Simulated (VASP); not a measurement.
A run of VASP 6.6.1 is set up as follows.

The input INCAR:

```
ALGO = Normal
EDIFF = 1E-6
ENCUT = 520
GGA = CA
ISIF = 2
ISMEAR = 0
LASPH = True
LCHARG = False
LREAL = False
LWAVE = False
NBANDS = 16
NELM = 60
PREC = Accurate
SIGMA = 0.02
```

Contents of KPOINTS:

```
k-points
0
Gamma
  10 10 10
```

File POSCAR:

```
ZnS
1.0
    0.0000000000      2.6484690887      2.6484690887
    2.6484690887      0.0000000000      2.6484690887
    2.6484690887      2.6484690887      0.0000000000
Zn S
1 1
Direct
    0.2500000000      0.2500000000      0.2500000000
    0.0000000000      0.0000000000      0.0000000000
```

Potentials or basis: VASP PAW LDA potentials, release 64 (Zn, S).

Launch:

```sh
$ cat potpaw_LDA.64/Zn/POTCAR potpaw_LDA.64/S/POTCAR > POTCAR
$ mpirun -np 1 vasp_std > vasp.out
```

(1) What does it give for the pressure?

(2) Predict the band gap on the k mesh.

Results:

(1) 0.2 GPa.

(2) 2.16 eV.

**What was measured.**

From “Electronic, vibrational, and thermodynamic properties of ZnS (zincblende and rocksalt structure)”, 2009, arxiv:0911.5022, for a bulk crystal of ZnS at 19 K: band gap 3.85 eV (direct).

A measured gap of ZnS is 3.85 eV (direct; 19 K; quoted in “Electronic, vibrational, and thermodynamic properties of ZnS (zincblende and rocksalt structure)”, 2009, arxiv:0911.5022); the calculated 2.16 eV misses it by -1.69 eV. The value is that of LDA, without temperature or zero-point motion. Semilocal functionals fall short of measured gaps as a rule.
